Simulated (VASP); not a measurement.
# W (Fm-3m) in VASP: a series of runs

The runs below take W through single point, with PBE.

Program: VASP 6.6.1. These are calculated values, not measurements. Logs are shortened: lines on timing, memory, paths and dates and some standing lists are left out, and cuts for length are marked.

## Step 1: The cell of the first run

The structure is cubic, space group Fm-3m (No. 225). Conventional cell: a = 3.981 Å, b = 3.981 Å, c = 3.981 Å, α = 90.00°, β = 90.00°, γ = 90.00°. W (site symmetry m-3m) has 12 W at 2.82 Å within 3.7 Å.

## Step 2: Single point, PBE

The input, INCAR:

```
ALGO = Fast
EDIFF = 1E-6
ENCUT = 520
GGA = PE
ISIF = 2
ISMEAR = 0
LASPH = True
LCHARG = False
LREAL = False
LWAVE = False
NBANDS = 13
NELM = 60
PREC = Accurate
SIGMA = 0.05
```

The input, KPOINTS:

```
k-points
0
Gamma
  18 18 18
```

The input, POSCAR:

```
W
1.0
    0.0000000000      1.9906732401      1.9906732401
    1.9906732401      0.0000000000      1.9906732401
    1.9906732401      1.9906732401      0.0000000000
W
1
Direct
    0.0000000000      0.0000000000      0.0000000000
```

Potentials or basis: VASP PAW PBE potentials, release 64 (W_sv).

Started as:

```sh
> cat potpaw_PBE.64/W_sv/POTCAR > POTCAR
> mpirun -np 1 vasp_std > vasp.out
```

OUTCAR:

```text
EDIFF = 1E-6
   ENCUT = 520
   GGA = PE
   ISIF = 2
   ISMEAR = 0
   LASPH = True
   LREAL = False
   NELM = 60
   PREC = Accurate

 ion  position               nearest neighbor table
   1  0.000  0.000  0.000-

  LATTYP: Found a face centered cubic cell.
 ALAT       =     3.9813464802

  Lattice vectors:

 A1 = (   0.0000000000,   1.9906732401,   1.9906732401)
 A2 = (   1.9906732401,   0.0000000000,   1.9906732401)
 A3 = (   1.9906732401,   1.9906732401,   0.0000000000)

Analysis of symmetry for initial positions (statically):
=====================================================================
 Subroutine PRICEL returns:
 Original cell was already a primitive cell.

 Routine SETGRP: Setting up the symmetry group for a
 face centered cubic supercell.

 Subroutine GETGRP returns: Found 48 space group operations
 (whereof 48 operations were pure point group operations)
 out of a pool of 48 trial point group operations.

The static configuration has the point symmetry O_h .

Analysis of symmetry for dynamics (positions and initial velocities):
=====================================================================
 Subroutine PRICEL returns:
 Original cell was already a primitive cell.

 Routine SETGRP: Setting up the symmetry group for a
 face centered cubic supercell.

 Subroutine GETGRP returns: Found 48 space group operations
 (whereof 48 operations were pure point group operations)
 out of a pool of 48 trial point group operations.

The dynamic configuration has the point symmetry O_h .

 Subroutine INISYM returns: Found 48 space group operations
 (whereof 48 operations are pure point group operations),
 and found     1 'primitive' translations

----------------------------------------------------------------------------------------

                                     Primitive cell

  volume of cell :      15.7772

  direct lattice vectors                    reciprocal lattice vectors
     0.000000000  1.990673240  1.990673240    -0.251171307  0.251171307  0.251171307
     1.990673240  0.000000000  1.990673240     0.251171307 -0.251171307  0.251171307
     1.990673240  1.990673240  0.000000000     0.251171307  0.251171307 -0.251171307

  length of vectors
     2.815237094  2.815237094  2.815237094     0.435041466  0.435041466  0.435041466

  position of ions in fractional coordinates (direct lattice)
     0.000000000  0.000000000  0.000000000

  ion indices of the primitive-cell ions
   primitive index   ion index
                 1           1

----------------------------------------------------------------------------------------

 KPOINTS: k-points

Automatic generation of k-mesh.
 Grid dimensions read from file:
 generate k-points for:   18   18   18

 Generating k-lattice:

  Cartesian coordinates                     Fractional coordinates (reciprocal lattice)
    -0.013953962  0.013953962  0.013953962     0.055555556  0.000000000  0.000000000
     0.013953962 -0.013953962  0.013953962     0.000000000  0.055555556  0.000000000
     0.013953962  0.013953962 -0.013953962     0.000000000  0.000000000  0.055555556

  Length of vectors
     0.024168970  0.024168970  0.024168970

  Shift w.r.t. Gamma in fractional coordinates (k-lattice)
     0.000000000  0.000000000  0.000000000

 Subroutine IBZKPT returns following result:
 ===========================================

 Found    195 irreducible k-points:

 Following reciprocal coordinates:
            Coordinates               Weight
  0.000000  0.000000  0.000000      1.000000
  0.055556  0.000000  0.000000      8.000000
  0.111111  0.000000  0.000000      8.000000
  0.166667  0.000000  0.000000      8.000000
  0.222222  0.000000  0.000000      8.000000
  0.277778  0.000000  0.000000      8.000000
[... 16 lines left out ...]
 -0.277778  0.055556  0.000000     24.000000
 -0.222222  0.055556  0.000000     24.000000
 [... further k-points ...]
   k-points           NKPTS =    195   k-points in BZ     NKDIM =    195   number of bands    NBANDS=     13
   number of dos      NEDOS =    301   number of ions     NIONS =      1
   total plane-waves  NPLWV =  13824
   dimension x,y,z NGX =    24 NGY =   24 NGZ =   24
   dimension x,y,z NGXF=    48 NGYF=   48 NGZF=   48
   ions per type =               1
   NGX,Y,Z   is equivalent  to a cutoff of  14.17, 14.17, 14.17 a.u.
   NGXF,Y,Z  is equivalent  to a cutoff of  28.35, 28.35, 28.35 a.u.
 SYSTEM =  unknown system
   PREC   = accura    normal or accurate (medium, high low for compatibility)
   ISTART =      0    job   : 0-new  1-cont  2-samecut
   ICHARG =      2    charge: 1-file 2-atom 10-const
   ISPIN  =      1    spin polarized calculation?
   LNONCOLLINEAR =      F non collinear calculations
   LSORBIT =      F    spin-orbit coupling
   LASPH  =      T    aspherical Exc in radial PAW
   ENCUT  =  520.0 eV  38.22 Ry    6.18 a.u.   5.23  5.23  5.23*2*pi/ulx,y,z
   NELM   =     60;   NELMIN=  2; NELMDL= -5     # of ELM steps
   EDIFF  = 0.1E-05   stopping-criterion for ELM
   LREAL  =      F    real-space projection
   EDIFFG = 0.1E-04   stopping-criterion for IOM
   NSW    =      0    number of steps for IOM
   IBRION =     -1    ionic relax: 0-MD 1-quasi-New 2-CG
   NFREE  =      0    steps in history (QN), initial steepest desc. (CG)
   ISIF   =      2    stress and relaxation
   ISYM   =      2    0-nonsym 1-usesym 2-fastsym
   POTIM  = 0.5000    time-step for ionic-motion
   TEBEG  =    0.0;   TEEND  =   0.0 temperature during run
   PSTRESS=    0.0 pullay stress
   NELECT =      14.0000    total number of electrons
   NUPDOWN=      -1.0000    fix difference up-down
   EMIN   =  10.00;   EMAX   =-10.00  energy-range for DOS
   EFERMI =   0.00;   METHOD = LEGACY
   ISMEAR =     0;   SIGMA  =   0.05  broadening in eV -4-tet -1-fermi 0-gaus
   EFERMI_NEDOS =   21; number of points for ismear=-14 and -15
   IALGO  =     68    algorithm
   IMIX   =      4    mixing-type and parameters
     AMIX     =   0.40;   BMIX     =  1.00
     AMIX_MAG =   1.60;   BMIX_MAG =  1.00
  volume/ion in A,a.u.               =      15.78       106.47
  Fermi-wavevector in a.u.,A,eV,Ry     =   1.573165  2.972850 33.672341  2.474847
  Thomas-Fermi vector in A             =   2.674490
   LORBIT       =      0    0 simple, 1 ext, 2 COOP (PROOUT), +10 PAW based schemes
   GGA     = PE    functional components
   LHFCALC =     F    Hartree Fock is set to
   AEXX    =    0.0000 exact exchange contribution
   IVDW    =     0    specifies the selected vdW correction
   LEPSILON=     F    determine dielectric tensor
   LRPA    =     F    only Hartree local field effects (RPA)
 non-spin polarized calculation
 RMM-DIIS sequential band-by-band and
 Gauss-broadening in eV      SIGMA  =   0.05
  energy-cutoff  :      520.00
  volume of cell :       15.78
 maximum number of plane-waves:       444
 NGX is ok and might be reduce to    24
   NGX = 11   NGY = 11   NGZ = 11

 number of electron      13.9999999 magnetization

 Free energy of the ion-electron system (eV)
  ---------------------------------------------------
  ext. energy  EPLUGINS =         0.00000000
  ---------------------------------------------------
  free energy    TOTEN  =       -12.44401574 eV

  energy without entropy =      -12.44227162  energy(sigma->0) =      -12.44314368

 E-fermi :  11.0285     XC(G=0): -13.6561

 val. band max:       11.0227791505   @ k =   0.3889   0.1111   0.0000
 cond. band min:      11.0375824107   @ k =  -0.4444   0.3333   0.0000
 fundamental gap:      0.0148032602
 Fermi energy:        11.0285327915

 k-point     1 :       0.0000    0.0000    0.0000
  band No.  band energies     occupation
      1     -62.5558      2.00000
      2     -26.1328      2.00000
      3     -26.1328      2.00000
      4     -26.1328      2.00000
      5       1.8417      2.00000
      6      10.4323      2.00000
      7      10.4323      2.00000
      8      10.4323      2.00000
      9      13.7396      0.00000
     10      13.7396      0.00000
     11      23.8716      0.00000
     12      29.2884      0.00000
     13      29.2884      0.00000

 k-point     2 :       0.0556    0.0000    0.0000
  band No.  band energies     occupation
      1     -62.5520      2.00000
      2     -26.1754      2.00000
      3     -26.1382      2.00000
      4     -26.1382      2.00000
      5       1.9845      2.00000
      6      10.3191      2.00000
      7      10.4997      2.00000
      8      10.4997      2.00000
      9      13.6748      0.00000
     10      13.6748      0.00000
     11      24.1617      0.00000
     12      28.6560      0.00000
     13      29.5578      0.00000

 k-point     3 :       0.1111    0.0000    0.0000
  band No.  band energies     occupation
      1     -62.5411      2.00000
      2     -26.2968      2.00000
      3     -26.1535      2.00000
      4     -26.1535      2.00000
      5       2.3966      2.00000
      6      10.0286      2.00000
      7      10.6756      2.00000
      8      10.6756      2.00000
      9      13.5285      0.00000
     10      13.5285      0.00000
     11      24.9371      0.00000
     12      27.4799      0.00000
     13      30.3378      0.00000

 k-point     4 :       0.1667    0.0000    0.0000
  band No.  band energies     occupation
      1     -62.5242      2.00000
      2     -26.4793      2.00000
      3     -26.1770      2.00000
      4     -26.1770      2.00000
      5       3.0251      2.00000
      6       9.6823      2.00000
      7      10.8683      1.99999
      8      10.8683      1.99999
      9      13.4414      0.00000
     10      13.4414      0.00000
     11      25.4914      0.00000
     12      26.8881      0.00000
     13      31.5580      0.00000

 k-point     5 :       0.2222    0.0000    0.0000
  band No.  band energies     occupation
      1     -62.5036      2.00000
      2     -26.6979      2.00000
      3     -26.2056      2.00000
      4     -26.2056      2.00000
      5       3.7688      2.00000
      6       9.4364      2.00000
      7      10.9317      1.99384
      8      10.9317      1.99384
      9      13.6067      0.00000
     10      13.6067      0.00000
     11      24.6857      0.00000
     12      27.8578      0.00000
     13      33.1303      0.00000

 k-point     6 :       0.2778    0.0000    0.0000
  band No.  band energies     occupation
      1     -62.4815      2.00000
      2     -26.9245      2.00000
      3     -26.2359      2.00000
      4     -26.2359      2.00000
      5       4.4645      2.00000
      6       9.4673      2.00000
      7      10.8086      2.00000
      8      10.8086      2.00000
      9      14.1017      0.00000
     10      14.1017      0.00000
     11      23.7664      0.00000
     12      28.3177      0.00000
     13      34.3634      0.00000

 k-point     7 :       0.3333    0.0000    0.0000
  band No.  band energies     occupation
      1     -62.4607      2.00000
      2     -27.1321      2.00000
      3     -26.2641      2.00000
      4     -26.2641      2.00000
      5       4.9377      2.00000
      6       9.9096      2.00000
      7      10.5919      2.00000
      8      10.5919      2.00000
      9      14.8117      0.00000
     10      14.8117      0.00000
     11      23.0088      0.00000
     12      27.1667      0.00000
     13      33.5391      0.00000
[... 193 lines left out ...]
 k-point    20 :      -0.4444    0.0556    0.0000
  band No.  band energies     occupation
      1     -62.4287      2.00000
      2     -27.4122      2.00000
      3     -26.3383      2.00000
      4     -26.3072      2.00000
      5       5.3452      2.00000
      6      10.0312      2.00000
      7      10.3100      2.00000
      8      11.4825      0.00000
      9      16.0768      0.00000
     10      16.6760      0.00000
     11      21.9248      0.00000
     12      24.0129      0.00000
     13      30.0522      0.00000

 k-point    21 :      -0.3889    0.0556    0.0000
  band No.  band energies     occupation
      1     -62.4374      2.00000
      2     -27.3299      2.00000
      3     -26.3327      2.00000
      4     -26.2887      2.00000
      5       5.3121      2.00000
      6      10.1649      2.00000
      7      10.4088      2.00000
      8      10.8293      2.00000
      9      15.4232      0.00000
     10      16.3409      0.00000
     11      22.4014      0.00000
     12      24.9770      0.00000
     13      30.6624      0.00000

 k-point    22 :      -0.3333    0.0556    0.0000
  band No.  band energies     occupation
      1     -62.4525      2.00000
      2     -27.1858      2.00000
      3     -26.3164      2.00000
      4     -26.2628      2.00000
      5       5.1640      2.00000
      6       9.9939      2.00000
      7      10.4123      2.00000
      8      10.5950      2.00000
      9      14.6060      0.00000
     10      15.6969      0.00000
     11      23.0112      0.00000
     12      26.5787      0.00000
     13      31.8523      0.00000

 k-point    23 :      -0.2778    0.0556    0.0000
  band No.  band energies     occupation
      1     -62.4720      2.00000
      2     -26.9949      2.00000
      3     -26.2912      2.00000
      4     -26.2326      2.00000
      5       4.7781      2.00000
      6       9.4451      2.00000
      7      10.6535      2.00000
      8      10.8292      2.00000
      9      13.8092      0.00000
     10      14.9549      0.00000
     11      23.7439      0.00000
     12      28.1254      0.00000
     13      33.0028      0.00000

 k-point    24 :      -0.2222    0.0556    0.0000
  band No.  band energies     occupation
      1     -62.4937      2.00000
      2     -26.7780      2.00000
      3     -26.2600      2.00000
      4     -26.2016      2.00000
      5       4.1338      2.00000
      6       9.2996      2.00000
      7      10.8622      2.00000
      8      11.0167      1.26263
      9      13.2108      0.00000
     10      14.3064      0.00000
     11      24.6199      0.00000
     12      28.2620      0.00000
     13      32.5798      0.00000

 [... further k-points ...]
[... 5 lines left out ...]
  --------------------------------------------------------------------------------------
  -------------------------------------------------------------------------------------
  Total        1.3073623      1.3073623      1.3073623      0.0000000      0.0000000     -0.0000000
  in kB      132.7628605    132.7628605    132.7628605      0.0000000      0.0000000     -0.0000000
  external PRESSURE =     132.7628605 kB  Pullay stress =       0.0000000 kB

 VOLUME and BASIS-vectors are now :
 -----------------------------------------------------------------------------
  energy-cutoff  :      520.00
  volume of cell :       15.78
      direct lattice vectors                 reciprocal lattice vectors
     0.000000000  1.990673240  1.990673240    -0.251171307  0.251171307  0.251171307
     1.990673240  0.000000000  1.990673240     0.251171307 -0.251171307  0.251171307
     1.990673240  1.990673240  0.000000000     0.251171307  0.251171307 -0.251171307

 POSITION                                       TOTAL-FORCE (eV/Angst)
 -----------------------------------------------------------------------------------
      0.00000      0.00000      0.00000         0.000000      0.000000     -0.000000
 -----------------------------------------------------------------------------------
    total drift:                               -0.000000      0.000000      0.000000

  FREE ENERGIE OF THE ION-ELECTRON SYSTEM (eV)
  ---------------------------------------------------
  free  energy   TOTEN  =       -12.4440157443 eV

  energy  without entropy=      -12.4422716181  energy(sigma->0) =      -12.44314368
```

It took 23 s on 1 thread of Intel Xeon 6975P-C, shared host; peak memory 0.17 GiB.

What came out:

```
Free energy            : -12.4440 eV
Pressure               : 13.3 GPa
Band gap on the k mesh : zero (band 7 reaches 14.32 eV, above the bottom of band 8 at 10.43 eV)
```

Caveat: spin-orbit coupling is left out, which moves the levels of the heavy elements.

## Step 3: Single point, PBE

This run uses another cell than the first one, of 16.45 Å³/atom, 1.043 times its volume.

The input, INCAR:

```
PREC = Accurate
ENCUT = 520
EDIFF = 1E-6
ISMEAR = 0
SIGMA = 0.05
LREAL = F
LASPH = T
NELM = 60
ALGO = Fast
ISIF = 2
LWAVE = F
LCHARG = F
GGA = PE
NBANDS = 13
```

The input, KPOINTS:

```
Automatic mesh
0
Gamma
  18 18 18
```

The input, POSCAR:

```
W
1.0
    0.0000000000      2.0185646103      2.0185646103
    2.0185646103      0.0000000000      2.0185646103
    2.0185646103      2.0185646103      0.0000000000
W
1
Direct
    0.0000000000      0.0000000000      0.0000000000
```

Potentials or basis: VASP PAW PBE potentials, release 64 (W_sv).

Started as:

```sh
> cat potpaw_PBE.64/W_sv/POTCAR > POTCAR
> mpirun -np 1 vasp_std > vasp.out
```

It took 24 s on 1 thread of Intel Xeon 6975P-C, shared host; peak memory 0.17 GiB.

Results (log left out):

```
Free energy            : -12.4726 eV
Pressure               : 0.5 GPa
Band gap on the k mesh : zero (band 7 reaches 13.49 eV, above the bottom of band 8 at 9.90 eV)
```

Levels at points of the mesh, in eV from the Fermi level:
```
           k point  band 3  band 4  band 5  band 6  band 7  band 8  band 9  band 10  band 11  band 12
(0.00, 0.00, 0.00)  -37.30  -37.30   -8.96   -0.54   -0.54   -0.54    2.57     2.57    12.80    18.01
(0.50, 0.00, 0.00)  -37.45  -37.45   -5.57   -0.76   -0.76    0.64    5.04     5.04    10.27    12.43
(0.50, 0.50, 0.00)  -37.71  -37.71   -5.45   -4.49    3.05    5.01    5.77     5.77    11.74    11.74
```

Caveat: spin-orbit coupling is left out, which moves the levels of the heavy elements.

## Step 4: Single point, PBE

This run uses another cell than the first one, of 17.10 Å³/atom, 1.084 times its volume.

The input, INCAR:

```
SYSTEM = W
PREC = Accurate
ENCUT = 520
EDIFF = 1E-6
ISMEAR = 0
SIGMA = 0.05
LREAL = .False.
LASPH = .True.
NELM = 100
ALGO = Fast
ISIF = 2
LWAVE = .False.
LCHARG = .True.
GGA = PE
LELF = .True.
LVHAR = .True.
NBANDS = 13
```

The input, KPOINTS:

```
Automatic mesh
0
Gamma
  18 18 18
  0 0 0
```

The input, POSCAR:

```
W
1.0
    0.0000000000      2.0449352096      2.0449352096
    2.0449352096      0.0000000000      2.0449352096
    2.0449352096      2.0449352096      0.0000000000
W
1
Direct
    0.0000000000      0.0000000000      0.0000000000
```

Started as:

```sh
> cat potpaw_PBE.64/W_sv/POTCAR > POTCAR
> mpirun -np 1 vasp_std > vasp.out
```

Wall time 27 s (1 thread of Intel Xeon 6975P-C, shared host); peak memory 0.17 GiB.

Results (log left out):

| Quantity | Value |
| --- | --- |
| Free energy | -12.4532 eV |
| Pressure | -9.9 GPa |
| Band gap on the k mesh | zero (band 7 reaches 12.76 eV, above the bottom of band 8 at 9.42 eV) |

Levels at points of the mesh, in eV from the Fermi level:
| k point | band 5 | band 6 | band 7 | band 8 | band 9 | band 10 |
| --- | --- | --- | --- | --- | --- | --- |
| (0.00, 0.00, 0.00) | -8.77 | -0.50 | -0.50 | -0.50 | 2.44 | 2.44 |
| (0.50, 0.00, 0.00) | -5.38 | -0.71 | -0.71 | 0.53 | 4.77 | 4.77 |
| (0.50, 0.50, 0.00) | -5.20 | -4.26 | 2.84 | 4.73 | 5.45 | 5.45 |

Caveat: spin-orbit coupling is left out, which moves the levels of the heavy elements.

## Step 5: Summary

| cell | gap on the mesh (eV) | pressure (GPa) |
| --- | --- | --- |
| a = 2.815 Å, angles 60.0°, 1 atom | none | 13.3 |
| a = 2.855 Å, angles 60.0°, 1 atom | none | 0.5 |
| a = 2.892 Å, angles 60.0°, 1 atom | none | -9.9 |

Alike in all rows: task single point; level PBE; potentials or basis VASP PAW PBE potentials, release 64 (W_sv); no spin polarisation; k mesh 18 × 18 × 18; cutoff (eV) 520; smearing gaussian 0.05 eV.

Caveats: spin-orbit coupling is left out, which moves the levels of the heavy elements.

Absolute energies hang on the potentials; compare differences alone.
